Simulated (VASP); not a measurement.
# KTaO3: single point with r2SCAN

Crystal: KTaO3.

```
CELL_PARAMETERS angstrom
4.28742 0.00000 0.00000
0.00000 3.98830 0.00000
0.00000 0.00000 3.98830
ATOMIC_POSITIONS crystal
K 0.50000 0.50000 0.50000
Ta 0.00000 0.00000 0.00000
O 0.50000 0.00000 0.00000
O 0.00000 0.50000 0.00000
O 0.00000 0.00000 0.50000
```

This cell differs from its parent crystal: strain +0.0750 x Voigt [1, 0, 0, 0, 0, 0].

| Quantity | Value |
| --- | --- |
| Program | VASP 6.6.1 |
| Task | single point |
| Functional | r2SCAN |
| Potentials or basis | VASP PAW PBE potentials, release 64 (K_sv, Ta_pv, O) |
| Cutoff | 520 eV |
| k mesh | 6 × 6 × 6 |
| Occupations | gaussian, width 0.05 eV |
| Spin | no spin polarisation |

- Pressure: -10.4 GPa
- Band gap on the k mesh: 2.30 eV (least direct gap 2.83 eV)

Stress tensor (GPa, compression positive):
```
-22.81   0.00   0.00
  0.00  -4.13   0.00
  0.00   0.00  -4.13
```

Levels at points of the mesh, in eV from the valence-band top:
| k point | band 16 | band 17 | band 18 | band 19 | band 20 | band 21 | band 22 | band 23 |
| --- | --- | --- | --- | --- | --- | --- | --- | --- |
| (0.00, 0.00, 0.00) | -1.07 | -0.73 | -0.53 | -0.53 | 2.30 | 2.30 | 2.39 | 5.34 |
| (0.50, 0.00, 0.00) | -1.71 | -1.61 | -1.07 | -1.07 | 2.47 | 4.32 | 4.32 | 6.74 |
| (0.00, 0.50, 0.00) | -2.12 | -1.25 | -0.93 | -0.72 | 2.45 | 5.15 | 5.16 | 5.64 |
| (0.50, 0.50, 0.00) | -1.98 | -1.74 | -1.71 | -0.08 | 4.37 | 5.17 | 5.95 | 7.62 |
| (0.00, 0.50, 0.50) | -1.72 | -0.95 | -0.95 | -0.19 | 5.19 | 5.19 | 6.09 | 6.52 |
| (0.50, 0.50, 0.50) | -3.65 | -0.17 | 0.00 | 0.00 | 6.05 | 6.05 | 6.59 | 9.20 |

It took 3.4 min on 1 thread of Intel Xeon 8259CL (shared host), peak memory 0.23 GiB.

Caveat: the cell differs from its parent crystal (strain +0.0750 x Voigt [1, 0, 0, 0, 0, 0]); the stress differs along the axes, from -23 to -4 GPa; the PAW data sets were made with another functional, which shifts forces and pressure a little; spin-orbit coupling is left out, which moves the levels of the heavy elements. A k mesh can miss the band edges.
